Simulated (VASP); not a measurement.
Wanted: the native input for a VASP 6.6.1 run.

```
Task                   : single point
Functional             : PBE
Potentials or basis    : VASP PAW PBE potentials, release 64 (In_d, O)
Cutoff                 : 600 eV
k mesh                 : 12 × 12 × 4
Occupations            : tetrahedron
Spin                   : no spin polarisation
Dipole correction      : no
Further INCAR settings : ALGO = Normal; EDIFF = 1e-06; NBANDS = 27
```

The structure of InO lies in POSCAR:

```
InO
1.0
    3.4495751811      0.0000000000      0.0000000000
   -1.7247875905      2.9874197391      0.0000000000
    0.0000000000      0.0000000000     15.8668820442
In O
2 2
Direct
    0.6666666667      0.3333333333      0.5900404386
    0.6666666667      0.3333333333      0.4099595614
    0.0000000000      0.0000000000      0.6397051136
    0.0000000000      0.0000000000      0.3602948864
```

These files were run (other wordings do the same):

INCAR

```
  PREC = Accurate
  ENCUT = 600
  EDIFF = 1E-6
  ISMEAR = -4
  SIGMA = 0.02
  LREAL = F
  LASPH = T
  NELM = 120
  ALGO = Normal
  ISIF = 2
  LWAVE = F
  LCHARG = T
  GGA = PE
  LELF = T
  LVHAR = T
  NBANDS = 27
  GGA_COMPAT = F
```

KPOINTS

```
Automatic mesh
0
Gamma
  12 12 4
```

Potentials or basis: VASP PAW PBE potentials, release 64 (In_d, O).

Command:

```bash
$ cat potpaw_PBE.64/In_d/POTCAR potpaw_PBE.64/O/POTCAR > POTCAR
$ mpirun -np 1 vasp_std > vasp.out
```

Results of the run:

* Largest force: 0.034 eV/Å
* Band gap on the k mesh: 0.35 eV (least direct gap 1.10 eV)

Caveat: there is no dipole correction, which matters where the two faces differ; spin-orbit coupling is left out, which moves the levels of the heavy elements.

Run time: 9 min on 1 thread of Oxide Virtual Turin-like Processor (shared host), peak memory 0.44 GiB.
